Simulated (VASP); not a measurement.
Write the native input for VASP 6.6.1 that does the following.

```
Task                   : single point
Functional             : PBE
Potentials or basis    : VASP PAW PBE potentials, release 64 (Ga_d, P)
Cutoff                 : 520 eV
k mesh                 : 6 × 6 × 6
Occupations            : gaussian, width 0.01 eV
Spin                   : no spin polarisation
Dipole correction      : no
Further INCAR settings : ALGO = Normal; EDIFF = 1e-06; NBANDS = 16
```

The structure of GaP lies in POSCAR:

```
GaP
1.0
    0.0000000000      2.7254102088      2.7254102088
    2.7254102088      0.0000000000      2.7254102088
    2.7254102088      2.7254102088      0.0000000000
Ga P
1 1
Direct
    0.0000000000      0.0000000000      0.0000000000
    0.2500000000      0.2500000000      0.2500000000
```

One way to write it, as run:

INCAR

```
PREC = Accurate ; ENCUT = 520
EDIFF = 1E-6 ; ISMEAR = 0
SIGMA = 0.01 ; LREAL = F
LASPH = T ; NELM = 80
ALGO = Normal ; ISIF = 2
LWAVE = F ; LCHARG = T
GGA = PE ; LELF = T
LVHAR = T ; NBANDS = 16
```

KPOINTS

```
Automatic mesh
0
Gamma
  6 6 6
```

Potentials or basis: VASP PAW PBE potentials, release 64 (Ga_d, P).

Command:

```bash
$ cat potpaw_PBE.64/Ga_d/POTCAR potpaw_PBE.64/P/POTCAR > POTCAR
$ mpirun -np 1 vasp_std > vasp.out
```

It gave:

| Property | Result |
| --- | --- |
| Pressure | 2.4 GPa |
| Band gap on the k mesh | 1.65 eV, indirect (least direct gap 1.82 eV) |

Wall time 13 s on 1 thread of Intel(R) Xeon(R) Platinum 8488C (Sapphire Rapids) (shared host), peak memory 0.16 GiB.
